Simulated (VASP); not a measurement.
# O (Fmmm) in VASP: a series of runs, part 2 of 2

VASP 6.6.1. The steps go on from the part before.

## Step 3: Single point, PBEsol (atoms shifted along a free coordinate)

INCAR

```
PREC = Accurate ; ENCUT = 600
EDIFF = 1E-6 ; ISMEAR = 0
SIGMA = 0.15 ; LREAL = False
LASPH = True ; NELM = 120
ALGO = Normal ; ISIF = 2
LWAVE = False ; LCHARG = False
GGA = PS ; NBANDS = 13
GGA_COMPAT = False
```

KPOINTS

```
Automatic mesh
0
Gamma
  20 20 20
```

POSCAR

```
O
1.0
    0.0000000000      1.6319942902      4.4021844131
    1.6375895745      0.0000000000      4.4021844131
    1.6375895745      1.6319942902      0.0000000000
O
2
Direct
    0.0837545105      0.0837545105      0.9162454895
    0.9162454895      0.9162454895      0.0837545105
```

Potentials or basis: VASP PAW PBE potentials, release 64 (O).

Command:

```
cat potpaw_PBE.64/O/POTCAR > POTCAR
mpirun -np 1 vasp_std > vasp.out
```

Wall time 3.7 min (1 thread of Intel Xeon Platinum 8488C (Sapphire Rapids), shared host); peak memory 0.43 GiB.

It converged, with:

- Free energy: -8.9275 eV
- Pressure: -25.0 GPa
- Largest force: 8.119 eV/Å
- Band gap on the k mesh: zero (bands 6 and 7 overlap by 2.98 eV)

Forces on the atoms (eV/Å):
```
O    0.000  0.000 -8.119
O    0.000  0.000  8.119
```

Stress tensor (GPa, compression positive):
```
  3.48   0.00   0.00
  0.00   3.51   0.00
  0.00   0.00 -82.01
```

Levels at points of the mesh, in eV from the Fermi level:
```csv
k point,band 2,band 3,band 4,band 5,band 6,band 7,band 8,band 9,band 10,band 11
"(0.00, 0.00, 0.00)",-15.38,-6.52,-1.33,-1.32,1.67,1.68,4.74,10.41,14.05,18.59
"(0.50, 0.00, 0.00)",-14.16,-6.51,-5.13,-2.31,-0.81,2.08,4.74,14.90,15.36,18.84
"(0.50, 0.50, 0.00)",-15.64,-5.67,-1.36,-1.35,1.71,1.72,2.91,11.98,12.97,22.19
"(0.50, 0.00, 0.50)",-13.00,-5.16,-5.11,-4.36,-1.37,-1.18,5.34,12.92,17.83,19.06
"(0.00, 0.50, 0.50)",-13.00,-5.19,-5.08,-4.36,-1.35,-1.20,5.34,12.92,17.84,18.98
```

Caveat: the cell differs from its parent crystal (atoms shifted along a free coordinate); the stress differs along the axes, from -82 to 4 GPa; this functional lacks dispersion, which holds the molecules together, so the pressure and a relaxed volume are unreliable; the PAW data sets were made with another functional, which shifts forces and pressure a little.

## Step 4: Single point, PBEsol (atoms shifted along a free coordinate)

INCAR

```
SYSTEM = O
PREC = Accurate ; ENCUT = 600
EDIFF = 1E-6 ; ISMEAR = 0
SIGMA = 0.15 ; LREAL = .False.
LASPH = .True. ; NELM = 120
ALGO = Normal ; ISIF = 2
LWAVE = .False. ; LCHARG = .True.
GGA = PS ; LELF = .True.
LVHAR = .True. ; NBANDS = 13
GGA_COMPAT = .False.
```

KPOINTS

```
Automatic mesh
0
Gamma
  20 20 20
  0 0 0
```

POSCAR

```
O
1.0
    0.0000000000      1.6761490266      4.5212885629
    1.6818956952      0.0000000000      4.5212885629
    1.6818956952      1.6761490266      0.0000000000
O
2
Direct
    0.0593848311      0.0593848311      0.9406151689
    0.9406151689      0.9406151689      0.0593848311
```

Command:

```
cat potpaw_PBE.64/O/POTCAR > POTCAR
mpirun -np 1 vasp_std > vasp.out
```

Wall time 9.1 min (1 thread of Oxide Virtual Turin-like, shared host); peak memory 0.42 GiB.

It converged, with:

```yaml
Free_energy: -9.0474 eV
Pressure: 43.2 GPa
Largest_force: 20.219 eV/Å
Band_gap_on_the_k_mesh: zero (bands 6 and 7 overlap by 2.61 eV)
```

Forces on the atoms (eV/Å):
```
O     0.000   0.000  20.219
O     0.000   0.000 -20.219
```

Stress tensor (GPa, compression positive):
```
 -3.02   0.00   0.00
  0.00  -2.97   0.00
  0.00   0.00 135.71
```

Levels at points of the mesh, in eV from the Fermi level:
| k point | band 3 | band 4 | band 5 | band 6 | band 7 | band 8 | band 9 | band 10 |
| --- | --- | --- | --- | --- | --- | --- | --- | --- |
| (0.00, 0.00, 0.00) | -10.07 | -8.23 | -8.22 | 1.49 | 1.49 | 7.06 | 9.45 | 13.34 |
| (0.50, 0.00, 0.00) | -12.15 | -8.73 | -7.83 | -2.08 | 1.83 | 10.55 | 12.51 | 14.59 |
| (0.50, 0.50, 0.00) | -9.77 | -8.23 | -8.22 | 1.50 | 1.51 | 5.75 | 9.15 | 15.76 |
| (0.50, 0.00, 0.50) | -11.21 | -11.20 | -7.83 | -1.16 | -1.06 | 9.47 | 14.57 | 16.45 |
| (0.00, 0.50, 0.50) | -11.22 | -11.19 | -7.83 | -1.14 | -1.07 | 9.47 | 14.61 | 16.36 |

Caveat: the cell differs from its parent crystal (atoms shifted along a free coordinate); the standard files for N, O and F lose accuracy on very short bonds; spin is off for a triplet molecule; the stress differs along the axes, from -3 to 136 GPa; this functional lacks dispersion, which holds the molecules together, so the pressure and a relaxed volume are unreliable; the PAW data sets were made with another functional, which shifts forces and pressure a little.

## Step 5: Single point, PBEsol (atoms shifted along a free coordinate)

INCAR

```
PREC     = Accurate       # precision mode
ENCUT    = 600            # plane-wave cutoff, eV
EDIFF    = 1E-6           # SCF threshold, eV
ISMEAR   = 0              # smearing method
SIGMA    = 0.15           # smearing width, eV
LREAL    = F              # projectors in reciprocal space
LASPH    = T              # aspherical terms in the spheres
NELM     = 120            # most SCF steps
ALGO     = Normal         # electronic algorithm
ISIF     = 2              # what is computed and relaxed
LWAVE    = F              # write WAVECAR
LCHARG   = F              # write CHGCAR
GGA      = PS             # functional
NBANDS   = 13             # bands
GGA_COMPAT= F
```

KPOINTS

```
regular mesh
0
Gamma
  20 20 20
```

POSCAR

```
O
1.0
    0.0000000000      1.6761490266      4.5212885629
    1.6818956952      0.0000000000      4.5212885629
    1.6818956952      1.6761490266      0.0000000000
O
2
Direct
    0.0756312841      0.0756312841      0.9243687159
    0.9243687159      0.9243687159      0.0756312841
```

Command:

```
cat potpaw_PBE.64/O/POTCAR > POTCAR
mpirun -np 1 vasp_std > vasp.out
```

Run time: 6.9 min. Hardware: 1 thread of Oxide Virtual Turin-like, shared host; peak memory 0.41 GiB.

It converged, with:

| Quantity | Value |
| --- | --- |
| Free energy | -9.7376 eV |
| Pressure | -19.7 GPa |
| Largest force | 6.530 eV/Å |
| Band gap on the k mesh | zero (bands 6 and 7 overlap by 2.59 eV) |

Forces on the atoms (eV/Å):
```
O    0.000  0.000 -6.530
O    0.000  0.000  6.530
```

Stress tensor (GPa, compression positive):
```
 -1.22   0.00   0.00
  0.00  -1.17   0.00
  0.00   0.00 -56.69
```

Levels at points of the mesh, in eV from the Fermi level:
| k point | band 4 | band 5 | band 6 | band 7 | band 8 | band 9 |
| --- | --- | --- | --- | --- | --- | --- |
| (0.00, 0.00, 0.00) | -2.73 | -2.72 | 1.46 | 1.47 | 6.36 | 9.32 |
| (0.50, 0.00, 0.00) | -5.86 | -2.28 | -2.02 | 1.81 | 6.36 | 14.03 |
| (0.50, 0.50, 0.00) | -2.75 | -2.74 | 1.49 | 1.49 | 4.29 | 11.40 |
| (0.50, 0.00, 0.50) | -6.08 | -5.18 | -1.18 | -1.05 | 6.97 | 12.17 |
| (0.00, 0.50, 0.50) | -6.06 | -5.18 | -1.16 | -1.07 | 6.98 | 12.16 |

Caveat: the cell differs from its parent crystal (atoms shifted along a free coordinate); the stress differs along the axes, from -57 to -1 GPa; this functional lacks dispersion, which holds the molecules together, so the pressure and a relaxed volume are unreliable; the PAW data sets were made with another functional, which shifts forces and pressure a little.

## Step 6: Single point, PBEsol (atoms shifted along a free coordinate)

INCAR

```
SYSTEM = O
PREC = Accurate
ENCUT = 600
EDIFF = 1E-6
ISMEAR = 0
SIGMA = 0.15
LREAL = .False.
LASPH = .True.
NELM = 120
ALGO = Normal
ISIF = 2
LWAVE = .False.
LCHARG = .False.
GGA = PS
NBANDS = 13
GGA_COMPAT = .False.
```

KPOINTS

```
Automatic mesh
0
Gamma
  20 20 20
  0 0 0
```

POSCAR

```
O
1.0
    0.0000000000      1.6973584911      4.5784995314
    1.7031778763      0.0000000000      4.5784995314
    1.7031778763      1.6973584911      0.0000000000
O
2
Direct
    0.0512616047      0.0512616047      0.9487383953
    0.9487383953      0.9487383953      0.0512616047
```

Potentials or basis: VASP PAW PBE potentials, release 64 (O).

Command:

```
cat potpaw_PBE.64/O/POTCAR > POTCAR
mpirun -np 1 vasp_std > vasp.out
```

Wall time 8.2 min (1 thread of Oxide Virtual Turin-like, shared host); peak memory 0.43 GiB.

Results (log left out):

- Free energy: -3.5907 eV
- Pressure: 123.3 GPa
- Largest force: 66.978 eV/Å
- Band gap on the k mesh: zero (bands 6 and 7 overlap by 2.58 eV)

Forces in eV/Å, atoms in the order of the input:
```
O     0.000   0.000  66.978
O     0.000   0.000 -66.978
```

Stress tensor (GPa, compression positive):
```
 -4.61   0.00   0.00
  0.00  -4.55   0.00
  0.00   0.00 379.04
```

Levels at points of the mesh, in eV from the Fermi level:
| k point | band 4 | band 5 | band 6 | band 7 | band 8 | band 9 |
| --- | --- | --- | --- | --- | --- | --- |
| (0.00, 0.00, 0.00) | -12.52 | -12.12 | 1.51 | 1.51 | 5.25 | 7.62 |
| (0.50, 0.00, 0.00) | -12.21 | -10.69 | -2.09 | 1.84 | 8.76 | 10.94 |
| (0.50, 0.50, 0.00) | -12.52 | -11.94 | 1.52 | 1.53 | 4.60 | 7.40 |
| (0.50, 0.00, 0.50) | -13.57 | -9.67 | -1.12 | -1.02 | 7.58 | 14.20 |
| (0.00, 0.50, 0.50) | -13.57 | -9.67 | -1.10 | -1.04 | 7.58 | 14.23 |

Caveat: the cell differs from its parent crystal (atoms shifted along a free coordinate); the standard files for N, O and F lose accuracy on very short bonds; spin is off for a triplet molecule; the stress differs along the axes, from -5 to 379 GPa; this functional lacks dispersion, which holds the molecules together, so the pressure and a relaxed volume are unreliable; the PAW data sets were made with another functional, which shifts forces and pressure a little.

## Step 7: Single point, PBEsol

This run uses another cell than the first one, of 13.24 Å³/atom.

INCAR

```
ALGO     = Normal         # electronic algorithm
EDIFF    = 1E-6           # SCF threshold, eV
ENCUT    = 600            # plane-wave cutoff, eV
GGA      = PS             # functional
GGA_COMPAT= F            
ISIF     = 2              # what is computed and relaxed
ISMEAR   = 0              # smearing method
LASPH    = T              # aspherical terms in the spheres
LCHARG   = F              # write CHGCAR
LREAL    = F              # projectors in reciprocal space
LWAVE    = F              # write WAVECAR
NBANDS   = 13             # bands
NELM     = 120            # most SCF steps
PREC     = Accurate       # precision mode
SIGMA    = 0.15           # smearing width, eV
```

KPOINTS

```
k-points
0
Gamma
  20 20 20
```

POSCAR

```
O
1.0
    0.0000000000      1.6973584911      4.5784995314
    1.7031778763      0.0000000000      4.5784995314
    1.7031778763      1.6973584911      0.0000000000
O
2
Direct
    0.0675080576      0.0675080576      0.9324919424
    0.9324919424      0.9324919424      0.0675080576
```

Command:

```
cat potpaw_PBE.64/O/POTCAR > POTCAR
mpirun -np 1 vasp_std > vasp.out
```

It took 5.3 min on 1 thread of Oxide Virtual Turin-like, shared host; peak memory 0.43 GiB.

It converged, with:

```
Free energy            : -10.2831 eV
Pressure               : -4.6 GPa
Largest force          : 0.914 eV/Å
Band gap on the k mesh : zero (bands 6 and 7 overlap by 2.43 eV)
```

Forces on the atoms (eV/Å):
```
O    0.000  0.000 -0.914
O    0.000  0.000  0.914
```

Stress tensor (GPa, compression positive):
```
-3.24  0.00  0.00
 0.00 -3.18  0.00
 0.00  0.00 -7.41
```

Levels at points of the mesh, in eV from the Fermi level:
| k point | band 4 | band 5 | band 6 | band 7 | band 8 | band 9 |
| --- | --- | --- | --- | --- | --- | --- |
| (0.00, 0.00, 0.00) | -4.79 | -4.78 | 1.37 | 1.38 | 8.31 | 9.17 |
| (0.50, 0.00, 0.00) | -6.95 | -4.37 | -1.90 | 1.69 | 8.95 | 13.30 |
| (0.50, 0.50, 0.00) | -4.79 | -4.79 | 1.39 | 1.40 | 5.61 | 10.42 |
| (0.50, 0.00, 0.50) | -7.86 | -6.24 | -1.09 | -0.99 | 9.91 | 11.13 |
| (0.00, 0.50, 0.50) | -7.84 | -6.25 | -1.07 | -1.01 | 9.92 | 11.13 |

Caveat: the standard files for N, O and F lose accuracy on very short bonds; spin is off for a triplet molecule; the cell stands under tension; this functional lacks dispersion, which holds the molecules together, so the pressure and a relaxed volume are unreliable; the PAW data sets were made with another functional, which shifts forces and pressure a little.

## Step 8: The runs side by side

```tsv
cell	gap on the mesh (eV)	pressure (GPa)	largest force (eV/Å)
a = 4.695, b = 4.697, c = 2.312 Å, angles 75.7, 75.8, 28.5°, 2 atoms, atomic positions A	none	179.5	88.00
a = 4.695, b = 4.697, c = 2.312 Å, angles 75.7, 75.8, 28.5°, 2 atoms, atomic positions B	none	-25.0	8.12
a = 4.822, b = 4.824, c = 2.374 Å, angles 75.7, 75.8, 28.5°, 2 atoms, atomic positions C	none	43.2	20.22
a = 4.822, b = 4.824, c = 2.374 Å, angles 75.7, 75.8, 28.5°, 2 atoms, atomic positions D	none	-19.7	6.53
a = 4.883, b = 4.885, c = 2.405 Å, angles 75.7, 75.8, 28.5°, 2 atoms, atomic positions A	none	123.3	66.98
a = 4.883, b = 4.885, c = 2.405 Å, angles 75.7, 75.8, 28.5°, 2 atoms, atomic positions E	none	-4.6	0.91
```

Alike in all rows: task single point; level PBEsol; potentials or basis VASP PAW PBE potentials, release 64 (O); no spin polarisation; k mesh 20 × 20 × 20; cutoff (eV) 600; smearing gaussian 0.15 eV.

Caveats: this functional lacks dispersion, which holds the molecules together, so the pressure and a relaxed volume are unreliable; the PAW data sets were made with another functional, which shifts forces and pressure a little; the standard files for N, O and F lose accuracy on very short bonds (at least some runs); spin is off for a triplet molecule (at least some runs); atoms lie so close that the PAW spheres overlap strongly, which falsifies energies and pressures (at least some runs); the stress differs along the axes, from -0 to 539 GPa (at least some runs); the stress differs along the axes, from -82 to 4 GPa (at least some runs).

Absolute energies hang on the potentials; compare differences alone.
